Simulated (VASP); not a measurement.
# Sr (Im-3m) in VASP: notebook

The runs below take Sr through single point, with PBE, PBE+D3(BJ).

Everything below comes from runs of VASP 6.6.1. Logs are shortened: lines on timing, memory, paths and dates and some standing lists are left out, and cuts for length are marked.

## Step 1: The cell of the first run

Symmetry: Im-3m, No. 229, cubic system. The conventional cell has a = 4.850 Å, b = 4.850 Å, c = 4.850 Å, α = 90.00°, β = 90.00°, γ = 90.00°. Within 5.5 Å of Sr (site symmetry m-3m) lie 14 Sr at 4.20 to 4.85 Å.

## Step 2: Single point, PBE

Contents of INCAR:

```
SYSTEM = Sr
PREC = Accurate ; ENCUT = 500
EDIFF = 1E-6 ; ISMEAR = -1
SIGMA = 0.2585199978643553 ; LREAL = .False.
LASPH = .True. ; NELM = 120
ALGO = Normal ; ISIF = 2
LWAVE = .False. ; LCHARG = .False.
GGA = PE ; NBANDS = 11
GGA_COMPAT = .False.
```

Contents of KPOINTS:

```
Automatic mesh
0
Gamma
  4 4 4
  0 0 0
```

Contents of POSCAR:

```
Sr
1.0
   -2.4250000000      2.4250000000      2.4250000000
    2.4250000000     -2.4250000000      2.4250000000
    2.4250000000      2.4250000000     -2.4250000000
Sr
1
Direct
    0.0000000000      0.0000000000      0.0000000000
```

Potentials or basis: VASP PAW PBE potentials, release 64 (Sr_sv).

Run with:

```bash
$ cat potpaw_PBE.64/Sr_sv/POTCAR > POTCAR
$ mpirun -np 1 vasp_std > vasp.out
```

OUTCAR:

```text
SYSTEM = Sr
   PREC = Accurate
   ENCUT = 500
   EDIFF = 1E-6
   ISMEAR = -1
   LREAL = .False.
   LASPH = .True.
   NELM = 120
   ISIF = 2
   GGA = PE

 ion  position               nearest neighbor table
   1  0.000  0.000  0.000-

  LATTYP: Found a body centered cubic cell.
 ALAT       =     4.8500000000

  Lattice vectors:

 A1 = (  -2.4250000000,   2.4250000000,   2.4250000000)
 A2 = (   2.4250000000,  -2.4250000000,   2.4250000000)
 A3 = (   2.4250000000,   2.4250000000,  -2.4250000000)

Analysis of symmetry for initial positions (statically):
=====================================================================
 Subroutine PRICEL returns:
 Original cell was already a primitive cell.

 Routine SETGRP: Setting up the symmetry group for a
 body centered cubic supercell.

 Subroutine GETGRP returns: Found 48 space group operations
[... 9 lines left out ...]

 Routine SETGRP: Setting up the symmetry group for a
 body centered cubic supercell.

 Subroutine GETGRP returns: Found 48 space group operations
[... 11 lines left out ...]
                                     Primitive cell

  volume of cell :      57.0421

  direct lattice vectors                    reciprocal lattice vectors
    -2.425000000  2.425000000  2.425000000     0.000000000  0.206185567  0.206185567
     2.425000000 -2.425000000  2.425000000     0.206185567  0.000000000  0.206185567
     2.425000000  2.425000000 -2.425000000     0.206185567  0.206185567  0.000000000

  length of vectors
     4.200223208  4.200223208  4.200223208     0.291590425  0.291590425  0.291590425

  position of ions in fractional coordinates (direct lattice)
     0.000000000  0.000000000  0.000000000

  ion indices of the primitive-cell ions
   primitive index   ion index
                 1           1

----------------------------------------------------------------------------------------

 KPOINTS: Automatic mesh

Automatic generation of k-mesh.
 Grid dimensions read from file:
 generate k-points for:    4    4    4

 Generating k-lattice:

  Cartesian coordinates                     Fractional coordinates (reciprocal lattice)
     0.000000000  0.051546392  0.051546392     0.250000000  0.000000000  0.000000000
     0.051546392  0.000000000  0.051546392     0.000000000  0.250000000  0.000000000
     0.051546392  0.051546392  0.000000000     0.000000000  0.000000000  0.250000000

  Length of vectors
     0.072897606  0.072897606  0.072897606

  Shift w.r.t. Gamma in fractional coordinates (k-lattice)
     0.000000000  0.000000000  0.000000000

 Subroutine IBZKPT returns following result:
 ===========================================

 Found      8 irreducible k-points:

 Following reciprocal coordinates:
            Coordinates               Weight
  0.000000  0.000000  0.000000      1.000000
  0.250000  0.000000  0.000000     12.000000
  0.500000  0.000000  0.000000      6.000000
  0.250000  0.250000  0.000000     24.000000
  0.250000  0.250000  0.250000      2.000000
 -0.250000  0.250000  0.250000      6.000000
  0.500000  0.500000  0.250000     12.000000
  0.500000  0.500000  0.500000      1.000000
   k-points           NKPTS =      8   k-points in BZ     NKDIM =      8   number of bands    NBANDS=     11
   number of dos      NEDOS =    301   number of ions     NIONS =      1
   total plane-waves  NPLWV =  32768
   dimension x,y,z NGX =    32 NGY =   32 NGZ =   32
   dimension x,y,z NGXF=    64 NGYF=   64 NGZF=   64
   ions per type =               1
   NGX,Y,Z   is equivalent  to a cutoff of  12.67, 12.67, 12.67 a.u.
   NGXF,Y,Z  is equivalent  to a cutoff of  25.33, 25.33, 25.33 a.u.
 SYSTEM =  Sr
   PREC   = accura    normal or accurate (medium, high low for compatibility)
   ISTART =      0    job   : 0-new  1-cont  2-samecut
   ICHARG =      2    charge: 1-file 2-atom 10-const
   ISPIN  =      1    spin polarized calculation?
   LNONCOLLINEAR =      F non collinear calculations
   LSORBIT =      F    spin-orbit coupling
   LASPH  =      T    aspherical Exc in radial PAW
   ENCUT  =  500.0 eV  36.75 Ry    6.06 a.u.   7.66  7.66  7.66*2*pi/ulx,y,z
   NELM   =    120;   NELMIN=  2; NELMDL= -5     # of ELM steps
   EDIFF  = 0.1E-05   stopping-criterion for ELM
   LREAL  =      F    real-space projection
   EDIFFG = 0.1E-04   stopping-criterion for IOM
   NSW    =      0    number of steps for IOM
   IBRION =     -1    ionic relax: 0-MD 1-quasi-New 2-CG
   NFREE  =      0    steps in history (QN), initial steepest desc. (CG)
   ISIF   =      2    stress and relaxation
   ISYM   =      2    0-nonsym 1-usesym 2-fastsym
   POTIM  = 0.5000    time-step for ionic-motion
   TEBEG  =    0.0;   TEEND  =   0.0 temperature during run
   PSTRESS=    0.0 pullay stress
   NELECT =      10.0000    total number of electrons
   NUPDOWN=      -1.0000    fix difference up-down
   EMIN   =  10.00;   EMAX   =-10.00  energy-range for DOS
   EFERMI =   0.00;   METHOD = LEGACY
   ISMEAR =    -1;   SIGMA  =   0.26  broadening in eV -4-tet -1-fermi 0-gaus
   EFERMI_NEDOS =   21; number of points for ismear=-14 and -15
   IALGO  =     38    algorithm
   IMIX   =      4    mixing-type and parameters
     AMIX     =   0.40;   BMIX     =  1.00
     AMIX_MAG =   1.60;   BMIX_MAG =  1.00
  volume/ion in A,a.u.               =      57.04       384.94
  Fermi-wavevector in a.u.,A,eV,Ry     =   0.916241  1.731445 11.422060  0.839498
  Thomas-Fermi vector in A             =   2.041074
   LORBIT       =      0    0 simple, 1 ext, 2 COOP (PROOUT), +10 PAW based schemes
   GGA     = PE    functional components
   LHFCALC =     F    Hartree Fock is set to
   AEXX    =    0.0000 exact exchange contribution
   IVDW    =     0    specifies the selected vdW correction
   LEPSILON=     F    determine dielectric tensor
   LRPA    =     F    only Hartree local field effects (RPA)
 non-spin polarized calculation
  energy-cutoff  :      500.00
  volume of cell :       57.04
 maximum number of plane-waves:      1481
 NGX is ok and might be reduce to    32
   NGX = 15   NGY = 15   NGZ = 15

 number of electron      10.0000000 magnetization

 Free energy of the ion-electron system (eV)
  ---------------------------------------------------
  ext. energy  EPLUGINS =         0.00000000
  ---------------------------------------------------
  free energy    TOTEN  =        -1.78960662 eV

  energy without entropy =       -1.50096235  energy(sigma->0) =       -1.64528449

 E-fermi :   1.3383     XC(G=0):  -7.2377

 val. band max:        1.3106133992   @ k =   0.5000   0.5000   0.2500
 cond. band min:       1.3755011492   @ k =   0.5000   0.5000   0.5000
 fundamental gap:      0.0648877500
 Fermi energy:         1.3383431768

 k-point     1 :       0.0000    0.0000    0.0000
  band No.  band energies     occupation
      1     -35.2182      2.00000
      2     -17.1112      2.00000
      3     -17.1112      2.00000
      4     -17.1112      2.00000
      5      -2.1199      2.00000
      6       3.7973      0.00015
      7       3.7973      0.00015
      8       3.7973      0.00015
      9       5.0763      0.00000
     10       5.0763      0.00000
     11       9.4016      0.00000

 k-point     2 :       0.2500    0.0000    0.0000
  band No.  band energies     occupation
      1     -35.2119      2.00000
      2     -17.1992      2.00000
      3     -17.1405      2.00000
      4     -17.1111      2.00000
      5      -1.1545      1.99987
      6       2.8955      0.00483
      7       3.1562      0.00177
      8       4.7558      0.00000
      9       4.8380      0.00000
     10       5.1325      0.00000
     11       9.1096      0.00000

 k-point     3 :       0.5000    0.0000    0.0000
  band No.  band energies     occupation
      1     -35.2054      2.00000
      2     -17.2845      2.00000
      3     -17.1695      2.00000
      4     -17.1110      2.00000
      5       0.4863      1.92856
      6       1.6395      0.47560
      7       2.6822      0.01099
      8       4.8816      0.00000
      9       5.5416      0.00000
     10       6.7000      0.00000
     11       7.1903      0.00000

 k-point     4 :       0.2500    0.2500    0.0000
  band No.  band energies     occupation
      1     -35.2054      2.00000
      2     -17.2529      2.00000
      3     -17.1841      2.00000
      4     -17.1291      2.00000
      5       0.4259      1.94304
      6       2.0257      0.13087
      7       2.4446      0.02733
      8       4.8922      0.00000
      9       5.2740      0.00000
     10       6.1416      0.00000
     11       6.9438      0.00000

 k-point     5 :       0.2500    0.2500    0.2500
  band No.  band energies     occupation
      1     -35.2047      2.00000
      2     -17.1962      2.00000
      3     -17.1962      2.00000
      4     -17.1962      2.00000
      5       1.7998      0.28739
      6       1.7998      0.28739
      7       1.7998      0.28739
      8       4.2497      0.00003
      9       5.6219      0.00000
     10       5.6219      0.00000
     11       7.9291      0.00000

 k-point     6 :      -0.2500    0.2500    0.2500
  band No.  band energies     occupation
      1     -35.2062      2.00000
      2     -17.2015      2.00000
      3     -17.1719      2.00000
      4     -17.1719      2.00000
      5      -0.2893      1.99632
      6       2.7060      0.01003
      7       3.5637      0.00037
      8       3.5637      0.00037
      9       4.8354      0.00000
     10       5.2184      0.00000
     11       8.2961      0.00000

 k-point     7 :       0.5000    0.5000    0.2500
  band No.  band energies     occupation
      1     -35.2005      2.00000
      2     -17.2604      2.00000
      3     -17.2030      2.00000
      4     -17.1744      2.00000
      5       1.3106      1.05358
      6       1.4833      0.72678
      7       3.4217      0.00063
      8       3.4920      0.00048
      9       5.3527      0.00000
     10       6.5038      0.00000
     11       6.9256      0.00000

 k-point     8 :       0.5000    0.5000    0.5000
  band No.  band energies     occupation
      1     -35.1955      2.00000
      2     -17.2362      2.00000
      3     -17.2362      2.00000
      4     -17.2362      2.00000
      5       1.3755      0.92826
      6       1.3755      0.92826
      7       4.9408      0.00000
      8       4.9408      0.00000
      9       4.9408      0.00000
     10       6.3228      0.00000
     11       6.3228      0.00000

------------------------ aborting loop because EDIFF is reached ----------------------------------------

  FORCE on cell =-STRESS in cart. coord.  units (eV):
  Direction    XX          YY          ZZ          XY          YZ          ZX
  --------------------------------------------------------------------------------------
  -------------------------------------------------------------------------------------
  Total       -0.1412460     -0.1412460     -0.1412460      0.0000000     -0.0000000      0.0000000
  in kB       -3.9672686     -3.9672686     -3.9672686      0.0000000     -0.0000000      0.0000000
  external PRESSURE =      -3.9672686 kB  Pullay stress =       0.0000000 kB

 VOLUME and BASIS-vectors are now :
 -----------------------------------------------------------------------------
  energy-cutoff  :      500.00
  volume of cell :       57.04
      direct lattice vectors                 reciprocal lattice vectors
    -2.425000000  2.425000000  2.425000000     0.000000000  0.206185567  0.206185567
     2.425000000 -2.425000000  2.425000000     0.206185567  0.000000000  0.206185567
     2.425000000  2.425000000 -2.425000000     0.206185567  0.206185567  0.000000000

 POSITION                                       TOTAL-FORCE (eV/Angst)
 -----------------------------------------------------------------------------------
      0.00000      0.00000      0.00000         0.000000     -0.000000      0.000000
 -----------------------------------------------------------------------------------
    total drift:                               -0.000000      0.000000     -0.000000

  FREE ENERGIE OF THE ION-ELECTRON SYSTEM (eV)
  ---------------------------------------------------
  free  energy   TOTEN  =        -1.7896066178 eV

  energy  without entropy=       -1.5009623539  energy(sigma->0) =       -1.64528449
```

It used 6.8 s of CPU time on 1 thread of Intel(R) Xeon(R) Platinum 8488C (Sapphire Rapids), on a shared host.

What came out:

```yaml
Free_energy: -1.7896 eV
Pressure: -0.4 GPa
Band_gap_on_the_k_mesh: zero (band 5 reaches 1.80 eV, above the bottom of band 6 at 1.38 eV)
```

Caveat: the k points lie up to 0.46 Å⁻¹ apart.

## Step 3: Single point, PBE+D3(BJ)

This run uses another cell than the first one, of 58.75 Å³/atom, 1.030 times its volume.

Contents of INCAR:

```
PREC = Accurate
ENCUT = 500
EDIFF = 1E-6
ISMEAR = 1
SIGMA = 0.014
LREAL = False
LASPH = True
NELM = 120
ALGO = Normal
ISIF = 2
LWAVE = False
LCHARG = False
GGA = PE
IVDW = 12
NELECT = 9.9
NBANDS = 11
GGA_COMPAT = False
```

Contents of KPOINTS:

```
Automatic mesh
0
Gamma
  4 4 4
```

Contents of POSCAR:

```
Sr
1.0
   -2.4490114626      2.4490114626      2.4490114626
    2.4490114626     -2.4490114626      2.4490114626
    2.4490114626      2.4490114626     -2.4490114626
Sr
1
Direct
    0.0000000000      0.0000000000      0.0000000000
```

Potentials or basis: VASP PAW PBE potentials, release 64 (Sr_sv).

Run with:

```bash
$ cat potpaw_PBE.64/Sr_sv/POTCAR > POTCAR
$ mpirun -np 1 vasp_std > vasp.out
```

OUTCAR:

```text
PREC = Accurate
   ENCUT = 500
   EDIFF = 1E-6
   ISMEAR = 1
   LREAL = False
   LASPH = True
   NELM = 120
   ISIF = 2
   GGA = PE
   IVDW = 12
   NELECT = 9.9
 IVDW          = 12

 ion  position               nearest neighbor table
   1  0.000  0.000  0.000-

  LATTYP: Found a body centered cubic cell.
 ALAT       =     4.8980229252

  Lattice vectors:

 A1 = (  -2.4490114626,   2.4490114626,   2.4490114626)
 A2 = (   2.4490114626,  -2.4490114626,   2.4490114626)
 A3 = (   2.4490114626,   2.4490114626,  -2.4490114626)

Analysis of symmetry for initial positions (statically):
=====================================================================
 Subroutine PRICEL returns:
 Original cell was already a primitive cell.

 Routine SETGRP: Setting up the symmetry group for a
 body centered cubic supercell.

 Subroutine GETGRP returns: Found 48 space group operations
 (whereof 48 operations were pure point group operations)
 out of a pool of 48 trial point group operations.

The static configuration has the point symmetry O_h .

Analysis of symmetry for dynamics (positions and initial velocities):
=====================================================================
 Subroutine PRICEL returns:
 Original cell was already a primitive cell.

 Routine SETGRP: Setting up the symmetry group for a
 body centered cubic supercell.

 Subroutine GETGRP returns: Found 48 space group operations
 (whereof 48 operations were pure point group operations)
 out of a pool of 48 trial point group operations.

The dynamic configuration has the point symmetry O_h .

 Subroutine INISYM returns: Found 48 space group operations
 (whereof 48 operations are pure point group operations),
 and found     1 'primitive' translations

----------------------------------------------------------------------------------------

                                     Primitive cell
[... 97 lines left out ...]
   GGA     = PE    functional components
   LHFCALC =     F    Hartree Fock is set to
   AEXX    =    0.0000 exact exchange contribution
   IVDW    =    12    specifies the selected vdW correction
   LEPSILON=     F    determine dielectric tensor
   LRPA    =     F    only Hartree local field effects (RPA)
 non-spin polarized calculation
 Methfessel and Paxton  Order N= 1 SIGMA  =   0.01
  energy-cutoff  :      500.00
  volume of cell :       58.75
 maximum number of plane-waves:      1508
 NGX is ok and might be reduce to    32
   NGX = 15   NGY = 15   NGZ = 15

 number of electron      10.0000000 magnetization

 number of electron       9.9000000 magnetization

 Free energy of the ion-electron system (eV)
  ---------------------------------------------------
  ext. energy  EPLUGINS =         0.00000000
  ---------------------------------------------------
  free energy    TOTEN  =        -1.74809979 eV

  energy without entropy =       -1.74818137  energy(sigma->0) =       -1.74812698

 E-fermi :   1.3050     XC(G=0):  -7.0781

 val. band max:        1.2941837965   @ k =   0.5000   0.5000   0.2500
 cond. band min:       1.3832890200   @ k =   0.5000   0.5000   0.5000
 fundamental gap:      0.0891052235
 Fermi energy:         1.3050318447

 k-point     1 :       0.0000    0.0000    0.0000
  band No.  band energies     occupation
      1     -35.3471      2.00000
      2     -17.2425      2.00000
      3     -17.2425      2.00000
      4     -17.2425      2.00000
      5      -2.0934      2.00000
      6       3.7156      0.00000
      7       3.7156      0.00000
      8       3.7156      0.00000
      9       4.9601      0.00000
     10       4.9601      0.00000
     11       9.2791      0.00000
[... 85 lines left out ...]
 k-point     8 :       0.5000    0.5000    0.5000
  band No.  band energies     occupation
      1     -35.3274      2.00000
      2     -17.3547      2.00000
      3     -17.3547      2.00000
      4     -17.3547      2.00000
      5       1.3833     -0.00000
      6       1.3833     -0.00000
      7       4.8079      0.00000
      8       4.8079      0.00000
      9       4.8079      0.00000
     10       6.1495      0.00000
     11       6.1495      0.00000

------------------------ aborting loop because EDIFF is reached ----------------------------------------

 Edisp (eV)   -0.18385

 E8    (eV) :    -0.1010

  FORCE on cell =-STRESS in cart. coord.  units (eV):
  Direction    XX          YY          ZZ          XY          YZ          ZX
  --------------------------------------------------------------------------------------
  -------------------------------------------------------------------------------------
  Total      -0.83633    -0.83633    -0.83633     0.00000     0.00000    -0.00000
  in kB     -22.80645   -22.80645   -22.80645     0.00000     0.00000    -0.00000
  external pressure =      -22.81 kB  Pullay stress =        0.00 kB

 VOLUME and BASIS-vectors are now :
 -----------------------------------------------------------------------------
  energy-cutoff  :      500.00
  volume of cell :       58.75
      direct lattice vectors                 reciprocal lattice vectors
    -2.449011463  2.449011463  2.449011463     0.000000000  0.204164010  0.204164010
     2.449011463 -2.449011463  2.449011463     0.204164010  0.000000000  0.204164010
     2.449011463  2.449011463 -2.449011463     0.204164010  0.204164010  0.000000000

 POSITION                                       TOTAL-FORCE (eV/Angst)
 -----------------------------------------------------------------------------------
      0.00000      0.00000      0.00000         0.000000     -0.000000      0.000000
 -----------------------------------------------------------------------------------
    total drift:                                0.000000      0.000000     -0.000000

  FREE ENERGIE OF THE ION-ELECTRON SYSTEM (eV)
  ---------------------------------------------------
  free  energy   TOTEN  =        -1.9319478296 eV

  energy  without entropy=       -1.9320294074  energy(sigma->0) =       -1.93197502
```

stdout:

```text
POSCAR found type information on POSCAR Sr
 POSCAR found :  1 types and       1 ions
 scaLAPACK will be used
 LDA part: xc-table for (Slater+PW92), standard interpolation
 POSCAR, INCAR and KPOINTS ok, starting setup
 FFT: planning ... GRIDC
 FFT: planning ... GRID_SOFT
 FFT: planning ... GRID
 WAVECAR not read
 entering main loop
 the old and the new charge density differ
 old charge density:    10.00000 new    9.90000
    0.870E+00
```

Wall time 10 s (1 thread of Intel Xeon Platinum 8488C (Sapphire Rapids), shared host); peak memory 0.17 GiB.

Results:

- Free energy: -1.9319 eV
- Dispersion energy per atom: -0.184 eV

Caveat: the k points lie up to 0.45 Å⁻¹ apart; the cell carries a net charge on a neutralising background, which shifts energy and pressure; the cell is charged against a uniform background, so pressure and absolute levels hang on convention; three body term missing; pairwise dispersion overbinds metals, which lowers pressure and volume.

[end of part 1 of 3]
